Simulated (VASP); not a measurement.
A run of VASP 6.6.1 is set up as follows.

INCAR

```
SYSTEM = MgO
ALGO = Normal
EDIFF = 1E-6
ENCUT = 520
GGA = PS
ISIF = 2
ISMEAR = 0
LASPH = .True.
LCHARG = .False.
LREAL = .False.
LWAVE = .False.
NBANDS = 16
NELM = 80
PREC = Accurate
SIGMA = 0.05
```

The input KPOINTS:

```
k-points
0
Gamma
  9 9 6
  0 0 0
```

POSCAR

```
MgO
1.0
    3.1300000000      0.0000000000      0.0000000000
   -1.5650000000      2.7106595138      0.0000000000
    0.0000000000      0.0000000000      5.4209000000
Mg O
2 2
Direct
    0.3333333333      0.6666666667      0.0036583380
    0.6666666667      0.3333333333      0.5036583380
    0.3333333333      0.6666666667      0.4009416620
    0.6666666667      0.3333333333      0.9009416620
```

Potentials or basis: VASP PAW PBE potentials, release 64 (Mg, O).

Command:

```bash
$ cat potpaw_PBE.64/Mg/POTCAR potpaw_PBE.64/O/POTCAR > POTCAR
$ mpirun -np 1 vasp_std > vasp.out
```

Question: What does it give for the largest force?

Answer: 1.029 eV/Å.

Question: What does it give for the band gap on the k mesh?

Answer: 3.74 eV, direct.

Forces in eV/Å, atoms in the order of the input:
```
Mg   0.000  0.000  1.029
Mg   0.000  0.000  1.029
O    0.000  0.000 -1.029
O    0.000  0.000 -1.029
```

Caveat: the PAW data sets were made with another functional, which shifts forces and pressure a little. Expect the measured gap to be larger: semilocal functionals such as PBEsol lack the derivative discontinuity.
